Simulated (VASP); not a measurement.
# TaBiO: single point with PBE

The system is TaBiO.

```
Ta Bi O
1.0
     3.06954    0.00000    0.00000
     0.00000    3.06954    0.00000
     0.00000    0.00000   11.42832
Ta Bi O
2 2 2
Direct
  0.00000 0.50000 0.63181
  0.50000 0.00000 0.36819
  0.50000 0.00000 0.83673
  0.00000 0.50000 0.16327
  0.00000 0.50000 0.44153
  0.50000 0.00000 0.55847
```

The cell was built from a structure type or drawn by symmetry, and may not be a known phase.

```json
{
 "Program": "VASP 6.6.1",
 "Task": "single point",
 "Functional": "PBE",
 "Potentials or basis": "VASP PAW PBE potentials, release 64 (Ta_pv, Bi_d, O)",
 "Cutoff": "520 eV",
 "k mesh": "6 × 6 × 2",
 "Occupations": "gaussian, width 0.1 eV",
 "Spin": "collinear spin",
 "Starting moments": "[1.0, 1.0, 0.0, 0.0, 0.0, 0.0] μB"
}
```

```json
{"Pressure": "0.1 GPa", "Largest force": "0.039 eV/Å", "Band gap on the k mesh": "zero (filled and empty bands overlap)", "Net moment": "0.00 μB per cell", "Valence electrons inside the program's atomic spheres": "Ta 8.63; Bi 12.92; O 5.00"}
```

Forces on the atoms (eV/Å):
```
Ta   0.000  0.000  0.039
Ta   0.000  0.000 -0.039
Bi   0.000  0.000 -0.006
Bi   0.000  0.000  0.006
O    0.000  0.000 -0.024
O    0.000  0.000  0.024
```

Stress tensor (GPa, compression positive):
```
0.08 0.00 0.00
0.00 0.08 0.00
0.00 0.00 0.17
```

Levels at points of the mesh, in eV from the Fermi level:
Spin up:
| k point | band 29 | band 30 | band 31 | band 32 | band 33 | band 34 | band 35 | band 36 |
| --- | --- | --- | --- | --- | --- | --- | --- | --- |
| (0.00, 0.00, 0.00) | -2.99 | -2.49 | -0.10 | 0.61 | 1.09 | 1.09 | 1.46 | 1.46 |
| (0.50, 0.00, 0.00) | -2.88 | -2.88 | -0.29 | -0.29 | 1.20 | 1.20 | 1.55 | 1.55 |
| (0.50, 0.50, 0.00) | -3.96 | -3.96 | -0.22 | -0.22 | 0.80 | 0.80 | 0.84 | 0.84 |
| (0.00, 0.00, 0.50) | -3.41 | -2.99 | -0.22 | 1.06 | 1.06 | 1.20 | 1.49 | 1.49 |
| (0.50, 0.00, 0.50) | -2.71 | -2.71 | -0.42 | -0.42 | 1.20 | 1.20 | 1.56 | 1.56 |
| (0.50, 0.50, 0.50) | -3.92 | -3.92 | -0.40 | -0.40 | 0.55 | 0.55 | 1.16 | 1.16 |
Spin down:
```tsv
k point	band 29	band 30	band 31	band 32	band 33	band 34	band 35	band 36
(0.00, 0.00, 0.00)	-2.99	-2.49	-0.10	0.61	1.09	1.09	1.46	1.46
(0.50, 0.00, 0.00)	-2.88	-2.88	-0.29	-0.29	1.21	1.21	1.55	1.55
(0.50, 0.50, 0.00)	-3.96	-3.96	-0.22	-0.22	0.80	0.80	0.84	0.84
(0.00, 0.00, 0.50)	-3.41	-2.99	-0.22	1.06	1.06	1.20	1.49	1.49
(0.50, 0.00, 0.50)	-2.71	-2.71	-0.42	-0.42	1.21	1.21	1.56	1.56
(0.50, 0.50, 0.50)	-3.92	-3.92	-0.40	-0.40	0.55	0.55	1.16	1.16
```

It took 4.8 min on 1 thread of Intel Xeon 8259CL, on a shared host, peak memory 0.35 GiB.

Caveat: spin-orbit coupling is left out, which moves the levels of the heavy elements.
